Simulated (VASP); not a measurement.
# BeS (P6_3/mmc) in VASP: notebook, part 2 of 3

VASP 6.6.1.

## Step 3: Single point, PBE

This run uses another cell than the first one, of 12.37 Å³/atom, 1.026 times its volume.

Contents of INCAR:

```
SYSTEM = BeS
ALGO = Normal
EDIFF = 1E-6
ENCUT = 520
GGA = PE
ISIF = 2
ISMEAR = -1
LASPH = .TRUE.
LCHARG = .FALSE.
LREAL = .FALSE.
LWAVE = .FALSE.
NBANDS = 16
NELM = 100
PREC = Accurate
SIGMA = 0.02
```

Contents of KPOINTS:

```
k-points
0
G
  12 12 6
  0 0 0
```

Contents of POSCAR:

```
BeS
1.0
    3.3004838062      0.0000000000      0.0000000000
   -1.6502419031      2.8583028210      0.0000000000
    0.0000000000      0.0000000000      5.2469311268
Be S
2 2
Direct
    0.0000000000      0.0000000000      0.0000000000
    0.0000000000      0.0000000000      0.5000000000
    0.3333333333      0.6666666667      0.2500000000
    0.6666666667      0.3333333333      0.7500000000
```

Potentials or basis: VASP PAW PBE potentials, release 64 (Be, S).

Run with:

```bash
> cat potpaw_PBE.64/Be/POTCAR potpaw_PBE.64/S/POTCAR > POTCAR
> mpirun -np 1 vasp_std > vasp.out
```

OUTCAR:

```text
SYSTEM = BeS
   EDIFF = 1E-6
   ENCUT = 520
   GGA = PE
   ISIF = 2
   ISMEAR = -1
   LASPH = .TRUE.
   LREAL = .FALSE.
   NELM = 100
   PREC = Accurate

 ion  position               nearest neighbor table
   1  0.000  0.000  0.000-   3 2.31   4 2.31   4 2.31   3 2.31   4 2.31   3 2.31
   2  0.000  0.000  0.500-   3 2.31   4 2.31   4 2.31   3 2.31   4 2.31   3 2.31
   3  0.333  0.667  0.250-   1 2.31   2 2.31   1 2.31   2 2.31   1 2.31   2 2.31
   4  0.667  0.333  0.750-   1 2.31   2 2.31   1 2.31   2 2.31   1 2.31   2 2.31

  LATTYP: Found a hexagonal cell.
 ALAT       =     3.3004838062
 C/A-ratio  =     1.5897460599

  Lattice vectors:

 A1 = (   3.3004838062,   0.0000000000,   0.0000000000)
 A2 = (  -1.6502419031,   2.8583028210,   0.0000000000)
 A3 = (   0.0000000000,   0.0000000000,   5.2469311268)

Analysis of symmetry for initial positions (statically):
=====================================================================
 Subroutine PRICEL returns:
 Original cell was already a primitive cell.

 Routine SETGRP: Setting up the symmetry group for a
 hexagonal supercell.

 Subroutine GETGRP returns: Found 24 space group operations
 (whereof 12 operations were pure point group operations)
 out of a pool of 24 trial point group operations.

The static configuration has the point symmetry D_3d.
 The point group associated with its full space group is D_6h.

Analysis of symmetry for dynamics (positions and initial velocities):
=====================================================================
 Subroutine PRICEL returns:
 Original cell was already a primitive cell.

 Routine SETGRP: Setting up the symmetry group for a
 hexagonal supercell.

 Subroutine GETGRP returns: Found 24 space group operations
 (whereof 12 operations were pure point group operations)
 out of a pool of 24 trial point group operations.

The dynamic configuration has the point symmetry D_3d.
 The point group associated with its full space group is D_6h.

 Subroutine INISYM returns: Found 24 space group operations
 (whereof 12 operations are pure point group operations),
 and found     1 'primitive' translations

----------------------------------------------------------------------------------------

                                     Primitive cell

  volume of cell :      49.4984

  direct lattice vectors                    reciprocal lattice vectors
     3.300483806  0.000000000  0.000000000     0.302985883  0.174928981  0.000000000
    -1.650241903  2.858302821  0.000000000     0.000000000  0.349857962  0.000000000
     0.000000000  0.000000000  5.246931127     0.000000000  0.000000000  0.190587598

  length of vectors
     3.300483806  3.300483806  5.246931127     0.349857962  0.349857962  0.190587598

  position of ions in fractional coordinates (direct lattice)
     0.000000000  0.000000000  0.000000000
     0.000000000  0.000000000  0.500000000
     0.333333333  0.666666667  0.250000000
     0.666666667  0.333333333  0.750000000

  ion indices of the primitive-cell ions
   primitive index   ion index
                 1           1
                 2           2
                 3           3
                 4           4

----------------------------------------------------------------------------------------

 KPOINTS: k-points

Automatic generation of k-mesh.
 Grid dimensions read from file:
 generate k-points for:   12   12    6

 Generating k-lattice:

  Cartesian coordinates                     Fractional coordinates (reciprocal lattice)
     0.025248824  0.014577415  0.000000000     0.083333333  0.000000000  0.000000000
     0.000000000  0.029154830  0.000000000     0.000000000  0.083333333  0.000000000
     0.000000000  0.000000000  0.031764600     0.000000000  0.000000000  0.166666667

  Length of vectors
     0.029154830  0.029154830  0.031764600

  Shift w.r.t. Gamma in fractional coordinates (k-lattice)
     0.000000000  0.000000000  0.000000000

 Subroutine IBZKPT returns following result:
 ===========================================

 Found     76 irreducible k-points:

 Following reciprocal coordinates:
            Coordinates               Weight
  0.000000  0.000000  0.000000      1.000000
  0.083333  0.000000  0.000000      6.000000
  0.166667  0.000000  0.000000      6.000000
  0.250000  0.000000  0.000000      6.000000
  0.333333 -0.000000  0.000000      6.000000
  0.416667  0.000000  0.000000      6.000000
[... 16 lines left out ...]
  0.250000  0.000000  0.166667     12.000000
  0.333333 -0.000000  0.166667     12.000000
 [... further k-points ...]
   k-points           NKPTS =     76   k-points in BZ     NKDIM =     76   number of bands    NBANDS=     16
   number of dos      NEDOS =    301   number of ions     NIONS =      4
   total plane-waves  NPLWV =  31360
   dimension x,y,z NGX =    28 NGY =   28 NGZ =   40
   dimension x,y,z NGXF=    56 NGYF=   56 NGZF=   80
   ions per type =               2   2
   NGX,Y,Z   is equivalent  to a cutoff of  14.10, 14.10, 12.67 a.u.
   NGXF,Y,Z  is equivalent  to a cutoff of  28.21, 28.21, 25.35 a.u.
 SYSTEM =  BeS
   PREC   = accura    normal or accurate (medium, high low for compatibility)
   ISTART =      0    job   : 0-new  1-cont  2-samecut
   ICHARG =      2    charge: 1-file 2-atom 10-const
   ISPIN  =      1    spin polarized calculation?
   LNONCOLLINEAR =      F non collinear calculations
   LSORBIT =      F    spin-orbit coupling
   LASPH  =      T    aspherical Exc in radial PAW
   ENCUT  =  520.0 eV  38.22 Ry    6.18 a.u.   6.14  6.14  9.76*2*pi/ulx,y,z
   NELM   =    100;   NELMIN=  2; NELMDL= -5     # of ELM steps
   EDIFF  = 0.1E-05   stopping-criterion for ELM
   LREAL  =      F    real-space projection
   EDIFFG = 0.1E-04   stopping-criterion for IOM
   NSW    =      0    number of steps for IOM
   IBRION =     -1    ionic relax: 0-MD 1-quasi-New 2-CG
   NFREE  =      0    steps in history (QN), initial steepest desc. (CG)
   ISIF   =      2    stress and relaxation
   ISYM   =      2    0-nonsym 1-usesym 2-fastsym
   POTIM  = 0.5000    time-step for ionic-motion
   TEBEG  =    0.0;   TEEND  =   0.0 temperature during run
   PSTRESS=    0.0 pullay stress
   NELECT =      16.0000    total number of electrons
   NUPDOWN=      -1.0000    fix difference up-down
   EMIN   =  10.00;   EMAX   =-10.00  energy-range for DOS
   EFERMI =   0.00;   METHOD = LEGACY
   ISMEAR =    -1;   SIGMA  =   0.02  broadening in eV -4-tet -1-fermi 0-gaus
   EFERMI_NEDOS =   21; number of points for ismear=-14 and -15
   IALGO  =     38    algorithm
   IMIX   =      4    mixing-type and parameters
     AMIX     =   0.40;   BMIX     =  1.00
     AMIX_MAG =   1.60;   BMIX_MAG =  1.00
  volume/ion in A,a.u.               =      12.37        83.51
  Fermi-wavevector in a.u.,A,eV,Ry     =   1.123529  2.123163 17.174882  1.262318
  Thomas-Fermi vector in A             =   2.260196
   LORBIT       =      0    0 simple, 1 ext, 2 COOP (PROOUT), +10 PAW based schemes
   GGA     = PE    functional components
   LHFCALC =     F    Hartree Fock is set to
   AEXX    =    0.0000 exact exchange contribution
   IVDW    =     0    specifies the selected vdW correction
   LEPSILON=     F    determine dielectric tensor
   LRPA    =     F    only Hartree local field effects (RPA)
 non-spin polarized calculation
  energy-cutoff  :      520.00
  volume of cell :       49.50
 maximum number of plane-waves:      1346
 NGX is ok and might be reduce to    28
   NGX = 13   NGY = 13   NGZ = 19

 number of electron      16.0000002 magnetization

 Free energy of the ion-electron system (eV)
  ---------------------------------------------------
  ext. energy  EPLUGINS =         0.00000000
  ---------------------------------------------------
  free energy    TOTEN  =       -17.96519771 eV

  energy without entropy =      -17.96519771  energy(sigma->0) =      -17.96519771

 E-fermi :   7.1576     XC(G=0): -10.6091

 val. band max:        6.7383868104   @ k =   0.0000   0.0000   0.0000
 cond. band min:       8.1919457820   @ k =   0.3333   0.3333   0.0000
 fundamental gap:      1.4535589716
 Fermi energy:         7.1576292781

 k-point     1 :       0.0000    0.0000    0.0000
  band No.  band energies     occupation
      1      -8.4998      2.00000
      2      -6.1276      2.00000
      3      -0.4847      2.00000
      4       5.9243      2.00000
      5       5.9243      2.00000
      6       5.9572      2.00000
[... 433 lines left out ...]
      3       0.4326      2.00000
      4       1.6511      2.00000
      5       2.0310      2.00000
      6       3.7610      2.00000
[... 8 lines left out ...]
     15      15.8990      0.00000
     16      17.2546      0.00000

 [... further k-points ...]
[... 5 lines left out ...]
  --------------------------------------------------------------------------------------
  -------------------------------------------------------------------------------------
  Total       -0.0212376     -0.0212376     -0.0230006      0.0000000      0.0000000      0.0000000
  in kB       -0.6874255     -0.6874255     -0.7444884      0.0000000      0.0000000      0.0000000
  external PRESSURE =      -0.7064465 kB  Pullay stress =       0.0000000 kB

 VOLUME and BASIS-vectors are now :
 -----------------------------------------------------------------------------
  energy-cutoff  :      520.00
  volume of cell :       49.50
      direct lattice vectors                 reciprocal lattice vectors
     3.300483806  0.000000000  0.000000000     0.302985883  0.174928981  0.000000000
    -1.650241903  2.858302821  0.000000000     0.000000000  0.349857962  0.000000000
     0.000000000  0.000000000  5.246931127     0.000000000  0.000000000  0.190587598

 POSITION                                       TOTAL-FORCE (eV/Angst)
 -----------------------------------------------------------------------------------
      0.00000      0.00000      0.00000        -0.000000      0.000000     -0.000000
      0.00000      0.00000      2.62347        -0.000000      0.000000     -0.000000
     -0.00000      1.90554      1.31173         0.000000     -0.000000     -0.000000
      1.65024      0.95277      3.93520         0.000000      0.000000      0.000000
 -----------------------------------------------------------------------------------
    total drift:                                0.000000     -0.000000     -0.000000

  FREE ENERGIE OF THE ION-ELECTRON SYSTEM (eV)
  ---------------------------------------------------
  free  energy   TOTEN  =       -17.9651977118 eV

  energy  without entropy=      -17.9651977118  energy(sigma->0) =      -17.96519771
```

OSZICAR:

```text
N       E                     dE             d eps       ncg     rms          rms(c)
DAV:   1     0.512161277134E+02    0.51216E+02   -0.70189E+03  2432   0.885E+02
DAV:   2    -0.144440810831E+02   -0.65660E+02   -0.58733E+02  3456   0.157E+02
DAV:   3    -0.180733667052E+02   -0.36293E+01   -0.36055E+01  3440   0.399E+01
DAV:   4    -0.181125570346E+02   -0.39190E-01   -0.39180E-01  3048   0.498E+00
DAV:   5    -0.181132774374E+02   -0.72040E-03   -0.72037E-03  3424   0.661E-01    0.949E+00
DAV:   6    -0.179799959083E+02    0.13328E+00   -0.15769E-01  3160   0.212E+00    0.629E+00
DAV:   7    -0.179690769417E+02    0.10919E-01   -0.11688E-01  3392   0.190E+00    0.101E+00
DAV:   8    -0.179651165751E+02    0.39604E-02   -0.12593E-02  2904   0.641E-01    0.113E-01
DAV:   9    -0.179651755340E+02   -0.58959E-04   -0.81916E-04  3400   0.177E-01    0.227E-02
DAV:  10    -0.179651909721E+02   -0.15438E-04   -0.21925E-05  2992   0.318E-02    0.128E-02
DAV:  11    -0.179651974259E+02   -0.64538E-05   -0.81714E-06  2904   0.202E-02    0.982E-03
DAV:  12    -0.179651977118E+02   -0.28587E-06   -0.12409E-07  2080   0.258E-03
   1 F= -.17965198E+02 E0= -.17965198E+02  d E =-.163564E-11
```

stdout:

```text
POSCAR found type information on POSCAR BeS
 POSCAR found :  2 types and       4 ions
 scaLAPACK will be used
 LDA part: xc-table for (Slater+PW92), standard interpolation
 POSCAR, INCAR and KPOINTS ok, starting setup
 FFT: planning ... GRIDC
 FFT: planning ... GRID_SOFT
 FFT: planning ... GRID
 WAVECAR not read
 entering main loop
```

Run time: 29 s. Hardware: 1 thread of Intel Xeon 6975P-C, shared host; peak memory 0.2 GiB.

What came out:

* Free energy: -17.9652 eV
* Pressure: -0.1 GPa
* Band gap on the k mesh: 1.45 eV, indirect (least direct gap 3.43 eV)

Levels at points of the mesh, in eV from the valence-band top:
| k point | band 5 | band 6 | band 7 | band 8 | band 9 | band 10 | band 11 | band 12 |
| --- | --- | --- | --- | --- | --- | --- | --- | --- |
| (0.00, 0.00, 0.00) | -0.81 | -0.78 | -0.78 | 0.00 | 3.43 | 4.77 | 5.75 | 5.75 |
| (0.50, 0.00, 0.00) | -4.94 | -3.46 | -2.69 | -0.64 | 3.10 | 3.82 | 3.90 | 3.92 |
| (0.00, 0.00, 0.50) | -0.71 | -0.71 | -0.71 | -0.71 | 4.30 | 4.30 | 5.17 | 5.17 |
| (0.50, 0.00, 0.50) | -2.44 | -2.44 | -2.26 | -2.26 | 3.14 | 3.14 | 4.44 | 4.44 |

A k mesh can miss the band edges. A hybrid or GW would open this gap; PBE tends to underestimate it.

## Step 4: Single point, PBE

This run uses another cell than the first one, of 12.39 Å³/atom, 1.028 times its volume.

Contents of INCAR:

```
SYSTEM = BeS
PREC = Accurate ; ENCUT = 520
EDIFF = 1E-7 ; ISMEAR = -1
SIGMA = 0.02 ; LREAL = .False.
LASPH = .True. ; NELM = 60
ALGO = Normal ; ISIF = 2
LWAVE = .False. ; LCHARG = .False.
GGA = PE ; NBANDS = 16
```

Contents of KPOINTS:

```
Automatic mesh
0
Gamma
  12 12 6
  0 0 0
```

Contents of POSCAR:

```
BeS
1.0
    3.3002360792      0.0000000000      0.0000000000
   -1.6501180396      2.8580882831      0.0000000000
    0.0000000000      0.0000000000      5.2552220520
Be S
2 2
Direct
    0.0000000000      0.0000000000      0.0000000000
    0.0000000000      0.0000000000      0.5000000000
    0.3333333333      0.6666666667      0.2500000000
    0.6666666667      0.3333333333      0.7500000000
```

Run with:

```bash
> cat potpaw_PBE.64/Be/POTCAR potpaw_PBE.64/S/POTCAR > POTCAR
> mpirun -np 1 vasp_std > vasp.out
```

It took 35 s on 1 thread of Intel Xeon 6975P-C, shared host; peak memory 0.2 GiB.

Results (log left out):

```yaml
Free_energy: -17.9651 eV
Pressure: -0.2 GPa
Band_gap_on_the_k_mesh: 1.47 eV, indirect (least direct gap 3.46 eV)
```

Stress tensor (GPa, compression positive):
```
-0.12  0.00  0.00
 0.00 -0.12  0.00
 0.00  0.00 -0.45
```

Levels at points of the mesh, in eV from the valence-band top:
| k point | band 6 | band 7 | band 8 | band 9 | band 10 | band 11 |
| --- | --- | --- | --- | --- | --- | --- |
| (0.00, 0.00, 0.00) | -0.75 | -0.75 | 0.00 | 3.46 | 4.79 | 5.77 |
| (0.50, 0.00, 0.00) | -3.43 | -2.67 | -0.63 | 3.13 | 3.84 | 3.92 |
| (0.00, 0.00, 0.50) | -0.69 | -0.69 | -0.69 | 4.33 | 4.33 | 5.20 |
| (0.50, 0.00, 0.50) | -2.41 | -2.25 | -2.25 | 3.14 | 3.14 | 4.46 |

A k mesh can miss the band edges. A hybrid or GW would open this gap; PBE tends to underestimate it.

[end of part 2 of 3]
